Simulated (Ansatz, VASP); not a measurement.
**Ga3Sb: VASP beside Ansatz**

INCAR

```
PREC = Accurate
ENCUT = 520
EDIFF = 1E-6
ISMEAR = 0
SIGMA = 0.15
LREAL = F
LASPH = T
NELM = 60
ALGO = Fast
ISIF = 2
LWAVE = F
LCHARG = F
GGA = PS
IVDW = 12
NBANDS = 30
```

Contents of KPOINTS:

```
regular mesh
0
Gamma
  14 14 14
```

File POSCAR:

```
Ga3Sb
1.0
   -2.2135562012      2.2135562012      4.3221898385
    2.2135562012     -2.2135562012      4.3221898385
    2.2135562012      2.2135562012     -4.3221898385
Ga Sb
3 1
Direct
    0.7500000000      0.2500000000      0.5000000000
    0.2500000000      0.7500000000      0.5000000000
    0.5000000000      0.5000000000      0.0000000000
    0.0000000000      0.0000000000      0.0000000000
```

Input for Ansatz:

```yaml
crystal:
  lattice:
    - [-2.2135562012, 2.2135562012, 4.3221898385]
    - [2.2135562012, -2.2135562012, 4.3221898385]
    - [2.2135562012, 2.2135562012, -4.3221898385]
  atoms:
    - { symbol: Ga, position: [0.75, 0.25, 0.5] }
    - { symbol: Ga, position: [0.25, 0.75, 0.5] }
    - { symbol: Ga, position: [0.5, 0.5, 0.0] }
    - { symbol: Sb, position: [0.0, 0.0, 0.0] }
basis:
  ecutwfc: 420
kpoints:
  mp_grid: { grid: [14, 14, 14] }
hamiltonian:
  xc: pbesol
  pseudopotentials: { kind: paw, azcp: { folder: soft_1 } }
  dispersion: d3bj
scf:
  occupations: { method: gaussian, width: 0.15 }
output:
  forces: true
  stress: true
  eigenvalues: true
  write_density: true
  write_potential: true
  elf: true
  volumetric_format: npy
```

Alike in both runs: task single point; functional PBEsol; dispersion D3(BJ); k mesh 14 × 14 × 14; occupations gaussian, width 0.15 eV; no spin polarisation.

```csv
,VASP,Ansatz
version,VASP 6.6.1,Ansatz 0.2.0
potentials or method,"VASP PAW PBE potentials, release 64 (Ga_d, Sb), cutoff 520 eV","scalar-relativistic, plane waves, PAW"
valence electrons in the cell,44,54
```

```csv
,VASP,Ansatz,Ansatz less VASP
gap on the k mesh at the Fermi level (eV),none,none,-
pressure (GPa),-3.8,-3.9,-0.04
"traceless stress, the component that is largest in VASP (GPa)",-0.38,-0.39,-0.003
```

VASP's potentials were made for PBE, not for PBEsol, and Ansatz warns of the same on its side. A gap of «none» marks a metal or a gap that the smearing closes. VASP's potentials hold 44 valence electrons a cell and Ansatz's 54, so a difference there can come from the potentials and not from the codes.

Spin-orbit coupling is off throughout.
